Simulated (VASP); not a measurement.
A run of VASP 6.6.1 is set up as follows.

File INCAR:

```
ALGO = Normal ; EDIFF = 1E-6
ENCUT = 520 ; GGA = PE
ISIF = 2 ; ISMEAR = 0
LASPH = True ; LCHARG = False
LREAL = False ; LWAVE = False
NBANDS = 36 ; NELM = 60
PREC = Accurate ; SIGMA = 0.1
```

KPOINTS

```
k-points
0
Gamma
  6 6 2
```

POSCAR

```
ZnCd2Se3
1.0
    4.2647078000      0.0000000000      0.0000000000
   -2.1323539000      3.6933453000      0.0000000000
    0.0000000000      0.0000000000     10.5205651000
Zn Cd Se
1 2 3
Direct
    0.0000000000      0.0000000000      0.6674030000
    0.3333333000      0.6666667000      0.9907320000
    0.6666667000      0.3333333000      0.3386090000
    0.3333333000      0.6666667000      0.7363560000
    0.0000000000      0.0000000000      0.4317990000
    0.6666667000      0.3333333000      0.0851020000
```

Potentials or basis: VASP PAW PBE potentials, release 64 (Zn, Cd, Se).

Command:

```console
$ cat potpaw_PBE.64/Zn/POTCAR potpaw_PBE.64/Cd/POTCAR potpaw_PBE.64/Se/POTCAR > POTCAR
$ mpirun -np 1 vasp_std > vasp.out
```

Q: What does it give for the largest force?

A: 0.024 eV/Å.

Q: Estimate the pressure.

A: 0.3 GPa.

Q: Predict the band gap on the k mesh.

A: 0.54 eV.

Forces in eV/Å, atoms in the order of the input:
```
Zn   0.000  0.000 -0.006
Cd   0.000  0.000 -0.005
Cd   0.000  0.000 -0.005
Se   0.000  0.000 -0.014
Se   0.000  0.000  0.024
Se   0.000  0.000  0.005
```
